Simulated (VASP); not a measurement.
# Pd (P6_3/mmc) in VASP: a series of runs, part 2 of 2

VASP 6.6.1. The steps go on from the part before.

## 5. Single point, PBEsol

This run uses another cell than the first one, of the same volume but with other edges.

The input, INCAR:

```
SYSTEM = Pd
PREC = Accurate ; ENCUT = 520
EDIFF = 1E-6 ; ISMEAR = 1
SIGMA = 0.1 ; LREAL = .False.
LASPH = .True. ; NELM = 80
ALGO = Normal ; ISIF = 2
LWAVE = .False. ; LCHARG = .False.
GGA = PS ; NBANDS = 28
```

The input, KPOINTS:

```
regular mesh
0
Gamma
  14 14 4
  0 0 0
```

The input, POSCAR:

```
Pd
1.0
    2.8316240000      0.0000000000      0.0000000000
   -1.4158120000      2.4522612500      0.0000000000
    0.0000000000      0.0000000000      8.6790148721
Pd
4
Direct
    0.0000000000      0.0000000000      0.0000000000
    0.3333333333      0.6666666667      0.2500000000
    0.0000000000      0.0000000000      0.5000000000
    0.6666666667      0.3333333333      0.7500000000
```

Potentials or basis: VASP PAW PBE potentials, release 64 (Pd).

Run with:

```console
cat potpaw_PBE.64/Pd/POTCAR > POTCAR
mpirun -np 1 vasp_std > vasp.out
```

OUTCAR:

```text
SYSTEM = Pd
   PREC = Accurate
   ENCUT = 520
   EDIFF = 1E-6
   ISMEAR = 1
   LREAL = .False.
   LASPH = .True.
   NELM = 80
   ISIF = 2
   GGA = PS

 ion  position               nearest neighbor table
   1  0.000  0.000  0.000-   2 2.72   4 2.72   4 2.72   2 2.72   4 2.72   2 2.72
   2  0.333  0.667  0.250-   1 2.72   3 2.72   1 2.72   3 2.72   1 2.72   3 2.72
   3  0.000  0.000  0.500-   2 2.72   4 2.72   4 2.72   2 2.72   4 2.72   2 2.72
   4  0.667  0.333  0.750-   1 2.72   3 2.72   1 2.72   3 2.72   1 2.72   3 2.72

  LATTYP: Found a hexagonal cell.
 ALAT       =     2.8316240000
 C/A-ratio  =     3.0650308346

  Lattice vectors:

 A1 = (   2.8316240000,   0.0000000000,   0.0000000000)
 A2 = (  -1.4158120000,   2.4522612500,   0.0000000000)
 A3 = (   0.0000000000,   0.0000000000,   8.6790148721)

Analysis of symmetry for initial positions (statically):
=====================================================================
 Subroutine PRICEL returns:
 Original cell was already a primitive cell.

 Routine SETGRP: Setting up the symmetry group for a
 hexagonal supercell.

 Subroutine GETGRP returns: Found 24 space group operations
 (whereof 12 operations were pure point group operations)
 out of a pool of 24 trial point group operations.

The static configuration has the point symmetry D_3d.
 The point group associated with its full space group is D_6h.

Analysis of symmetry for dynamics (positions and initial velocities):
=====================================================================
 Subroutine PRICEL returns:
 Original cell was already a primitive cell.

 Routine SETGRP: Setting up the symmetry group for a
 hexagonal supercell.

 Subroutine GETGRP returns: Found 24 space group operations
 (whereof 12 operations were pure point group operations)
 out of a pool of 24 trial point group operations.

[... 115 lines left out ...]
   PSTRESS=    0.0 pullay stress
   NELECT =      40.0000    total number of electrons
   NUPDOWN=      -1.0000    fix difference up-down
   EMIN   =  10.00;   EMAX   =-10.00  energy-range for DOS
   EFERMI =   0.00;   METHOD = LEGACY
   ISMEAR =     1;   SIGMA  =   0.10  broadening in eV -4-tet -1-fermi 0-gaus
   EFERMI_NEDOS =   21; number of points for ismear=-14 and -15
   IALGO  =     38    algorithm
   IMIX   =      4    mixing-type and parameters
     AMIX     =   0.40;   BMIX     =  1.00
     AMIX_MAG =   1.60;   BMIX_MAG =  1.00
  volume/ion in A,a.u.               =      15.07       101.67
  Fermi-wavevector in a.u.,A,eV,Ry     =   1.428030  2.698585 27.745937  2.039269
  Thomas-Fermi vector in A             =   2.548135
   LORBIT       =      0    0 simple, 1 ext, 2 COOP (PROOUT), +10 PAW based schemes
   GGA     = PS    functional components
   LHFCALC =     F    Hartree Fock is set to
   AEXX    =    0.0000 exact exchange contribution
   IVDW    =     0    specifies the selected vdW correction
   LEPSILON=     F    determine dielectric tensor
   LRPA    =     F    only Hartree local field effects (RPA)
 non-spin polarized calculation
 Methfessel and Paxton  Order N= 1 SIGMA  =   0.10
  energy-cutoff  :      520.00
  volume of cell :       60.27
 maximum number of plane-waves:      1640
 NGX is ok and might be reduce to    24

 number of electron      40.0000004 magnetization

 Free energy of the ion-electron system (eV)
  ---------------------------------------------------
  ext. energy  EPLUGINS =         0.00000000
  ---------------------------------------------------
  free energy    TOTEN  =       -23.64600415 eV

  energy without entropy =      -23.64285709  energy(sigma->0) =      -23.64495513

 E-fermi :   9.2689     XC(G=0): -13.2450

 val. band max:        9.2688021199   @ k =   0.1429   0.0714   0.2500
 cond. band min:       9.2698758634   @ k =   0.2143   0.2143   0.0000
 fundamental gap:      0.0010737434
 Fermi energy:         9.2688929443

 k-point     1 :       0.0000    0.0000    0.0000
  band No.  band energies     occupation
      1       2.1922      2.00000
      2       4.0406      2.00000
      3       4.0660      2.00000
      4       4.1076      2.00000
      5       6.3145      2.00000
      6       6.3145      2.00000
[... 733 lines left out ...]
     27      17.6294      0.00000
     28      18.7396      0.00000

 [... further k-points ...]
[... 5 lines left out ...]
  --------------------------------------------------------------------------------------
  -------------------------------------------------------------------------------------
  Total       -3.1795633     -3.1795709     -0.0891788     -0.0000000     -0.0000000      0.0000000
  in kB      -84.5289181    -84.5291203     -2.3708260     -0.0000000     -0.0000000      0.0000000
  external PRESSURE =     -57.1429548 kB  Pullay stress =       0.0000000 kB

 VOLUME and BASIS-vectors are now :
 -----------------------------------------------------------------------------
  energy-cutoff  :      520.00
  volume of cell :       60.27
      direct lattice vectors                 reciprocal lattice vectors
     2.831624000  0.000000000  0.000000000     0.353154232  0.203893447  0.000000000
    -1.415812000  2.452261250  0.000000000     0.000000000  0.407786895  0.000000000
     0.000000000  0.000000000  8.679014872     0.000000000  0.000000000  0.115220450

 POSITION                                       TOTAL-FORCE (eV/Angst)
 -----------------------------------------------------------------------------------
      0.00000      0.00000      0.00000        -0.000000     -0.000000     -0.000000
     -0.00000      1.63484      2.16975         0.000000      0.000000      0.000000
      0.00000      0.00000      4.33951        -0.000000     -0.000000     -0.000000
      1.41581      0.81742      6.50926        -0.000000      0.000000     -0.000000
 -----------------------------------------------------------------------------------
    total drift:                               -0.000000      0.000000      0.000000

  FREE ENERGIE OF THE ION-ELECTRON SYSTEM (eV)
  ---------------------------------------------------
  free  energy   TOTEN  =       -23.6460041530 eV

  energy  without entropy=      -23.6428570869  energy(sigma->0) =      -23.64495513
```

OSZICAR:

```text
N       E                     dE             d eps       ncg     rms          rms(c)
DAV:   1     0.259202658413E+03    0.25920E+03   -0.20162E+04  4032   0.139E+03
DAV:   2    -0.182073311772E+02   -0.27741E+03   -0.26464E+03  4256   0.320E+02
DAV:   3    -0.250876073015E+02   -0.68803E+01   -0.67584E+01  4552   0.545E+01
DAV:   4    -0.251495412498E+02   -0.61934E-01   -0.61898E-01  4400   0.502E+00
DAV:   5    -0.251505504218E+02   -0.10092E-02   -0.10091E-02  4436   0.698E-01    0.159E+01
DAV:   6    -0.237150706600E+02    0.14355E+01   -0.43103E+00  4336   0.161E+01    0.709E+00
DAV:   7    -0.237852951957E+02   -0.70225E-01   -0.84598E-01  4296   0.837E+00    0.484E+00
DAV:   8    -0.237247278685E+02    0.60567E-01   -0.14796E+00  4256   0.113E+01    0.360E+00
DAV:   9    -0.236481066659E+02    0.76621E-01   -0.35784E-01  4212   0.521E+00    0.448E-01
DAV:  10    -0.236465892798E+02    0.15174E-02   -0.54496E-03  4396   0.532E-01    0.222E-01
DAV:  11    -0.236462174630E+02    0.37182E-03   -0.25349E-04  4364   0.109E-01    0.149E-01
DAV:  12    -0.236460031805E+02    0.21428E-03   -0.45133E-04  4304   0.146E-01    0.275E-02
DAV:  13    -0.236460059822E+02   -0.28016E-05   -0.31228E-05  4332   0.503E-02    0.207E-02
DAV:  14    -0.236460041431E+02    0.18390E-05   -0.46818E-06  2788   0.173E-02    0.426E-03
DAV:  15    -0.236460041530E+02   -0.99026E-08   -0.48210E-07  2248   0.509E-03
   1 F= -.23646004E+02 E0= -.23644955E+02  d E =-.314707E-02
```

stdout:

```text
POSCAR found type information on POSCAR Pd
 POSCAR found :  1 types and       4 ions
 scaLAPACK will be used
 -----------------------------------------------------------------------------
|                                                                             |
|                                                                             |
|     You enforced a specific xc type in the INCAR file but a different       |
|     I HOPE YOU KNOW WHAT YOU ARE DOING!                                     |
|                                                                             |
 -----------------------------------------------------------------------------

 LDA part: xc-table for (Slater+PW92), standard interpolation
 POSCAR, INCAR and KPOINTS ok, starting setup
 FFT: planning ... GRIDC
 FFT: planning ... GRID_SOFT
 FFT: planning ... GRID
 WAVECAR not read
 entering main loop
```

Run time: 2.7 min. Hardware: 1 thread of Intel Xeon Platinum 8259CL at 2.50GHz (Skylake/Cascade Lake), shared host; peak memory 0.24 GiB.

What came out:

```yaml
Free_energy: -23.6460 eV
Pressure: -5.7 GPa
Band_gap_on_the_k_mesh: zero (band 20 reaches 9.55 eV, above the bottom of band 21 at 8.62 eV)
```

Caveat: the PAW data sets were made with another functional, which shifts forces and pressure a little.

## 6. Single point, PBEsol

This run uses another cell than the first one, of the same volume but with other edges.

The input, INCAR:

```
PREC     = Accurate       # precision mode
ENCUT    = 520            # plane-wave cutoff, eV
EDIFF    = 1E-7           # SCF threshold, eV
ISMEAR   = 1              # smearing method
SIGMA    = 0.1            # smearing width, eV
LREAL    = F              # projectors in reciprocal space
LASPH    = T              # aspherical terms in the spheres
NELM     = 60             # most SCF steps
ALGO     = Normal         # electronic algorithm
ISIF     = 2              # what is computed and relaxed
LWAVE    = F              # write WAVECAR
LCHARG   = F              # write CHGCAR
GGA      = PS             # functional
NBANDS   = 28             # bands
```

The input, KPOINTS:

```
Automatic mesh
0
Gamma
  14 14 4
```

The input, POSCAR:

```
Pd
1.0
    2.9006880000      0.0000000000      0.0000000000
   -1.4503440000      2.5120725000      0.0000000000
    0.0000000000      0.0000000000      8.2706485261
Pd
4
Direct
    0.0000000000      0.0000000000      0.0000000000
    0.3333333333      0.6666666667      0.2500000000
    0.0000000000      0.0000000000      0.5000000000
    0.6666666667      0.3333333333      0.7500000000
```

Potentials or basis: VASP PAW PBE potentials, release 64 (Pd).

Run with:

```console
cat potpaw_PBE.64/Pd/POTCAR > POTCAR
mpirun -np 1 vasp_std > vasp.out
```

OUTCAR:

```text
PREC = Accurate
   ENCUT = 520
   EDIFF = 1E-7
   ISMEAR = 1
   LREAL = F
   LASPH = T
   NELM = 60
   ISIF = 2
   GGA = PS

 ion  position               nearest neighbor table
   1  0.000  0.000  0.000-   2 2.66   4 2.66   4 2.66   2 2.66   4 2.66   2 2.66
   2  0.333  0.667  0.250-   1 2.66   3 2.66   1 2.66   3 2.66   1 2.66   3 2.66
   3  0.000  0.000  0.500-   2 2.66   4 2.66   4 2.66   2 2.66   4 2.66   2 2.66
   4  0.667  0.333  0.750-   1 2.66   3 2.66   1 2.66   3 2.66   1 2.66   3 2.66

[... 947 lines left out ...]
  Direction    XX          YY          ZZ          XY          YZ          ZX
  --------------------------------------------------------------------------------------
  -------------------------------------------------------------------------------------
  Total       -3.1865672     -3.1865748      2.8195262     -0.0000000      0.0000000     -0.0000000
  in kB      -84.7151161    -84.7153186     74.9573049     -0.0000000      0.0000000     -0.0000000
  external PRESSURE =     -31.4910433 kB  Pullay stress =       0.0000000 kB

 VOLUME and BASIS-vectors are now :
 -----------------------------------------------------------------------------
  energy-cutoff  :      520.00
  volume of cell :       60.27
      direct lattice vectors                 reciprocal lattice vectors
     2.900688000  0.000000000  0.000000000     0.344745798  0.199038841  0.000000000
    -1.450344000  2.512072500  0.000000000     0.000000000  0.398077683  0.000000000
     0.000000000  0.000000000  8.270648526     0.000000000  0.000000000  0.120909503

 POSITION                                       TOTAL-FORCE (eV/Angst)
 -----------------------------------------------------------------------------------
      0.00000      0.00000      0.00000         0.000000      0.000000     -0.000000
     -0.00000      1.67472      2.06766         0.000000      0.000000      0.000000
      0.00000      0.00000      4.13532         0.000000      0.000000     -0.000000
      1.45034      0.83736      6.20299        -0.000000     -0.000000      0.000000
 -----------------------------------------------------------------------------------
    total drift:                               -0.000000      0.000000     -0.000000

  FREE ENERGIE OF THE ION-ELECTRON SYSTEM (eV)
  ---------------------------------------------------
  free  energy   TOTEN  =       -23.4227127381 eV

  energy  without entropy=      -23.4183367075  energy(sigma->0) =      -23.42125406
```

Wall time 2.7 min (1 thread of Intel Xeon Platinum 8259CL at 2.50GHz (Skylake/Cascade Lake), shared host); peak memory 0.24 GiB.

What came out:

* Free energy: -23.4227 eV
* Pressure: -3.1 GPa
* Band gap on the k mesh: zero (band 20 reaches 9.74 eV, above the bottom of band 21 at 8.76 eV)

Stress tensor (GPa, compression positive):
```
-8.47  0.00  0.00
 0.00 -8.47  0.00
 0.00  0.00  7.50
```

Caveat: the PAW data sets were made with another functional, which shifts forces and pressure a little.

## 7. Overview

| cell | gap on the mesh (eV) | pressure (GPa) |
| --- | --- | --- |
| a = 2.624, b = 2.624, c = 10.103 Å, angles 90.0, 90.0, 120.0°, 4 atoms | none | -0.9 |
| a = 2.693, b = 2.693, c = 9.592 Å, angles 90.0, 90.0, 120.0°, 4 atoms | none | -5.1 |
| a = 2.763, b = 2.763, c = 9.118 Å, angles 90.0, 90.0, 120.0°, 4 atoms | none | -6.5 |
| a = 2.832, b = 2.832, c = 8.679 Å, angles 90.0, 90.0, 120.0°, 4 atoms | none | -5.7 |
| a = 2.901, b = 2.901, c = 8.271 Å, angles 90.0, 90.0, 120.0°, 4 atoms | none | -3.1 |

Alike in all rows: task single point; level PBEsol; potentials or basis VASP PAW PBE potentials, release 64 (Pd); no spin polarisation; k mesh 14 × 14 × 4; cutoff (eV) 520; smearing methfessel-paxton 0.1 eV.

Caveats: the PAW data sets were made with another functional, which shifts forces and pressure a little.

Total energies depend on the potentials used, so only differences within one code and one set of settings carry meaning.
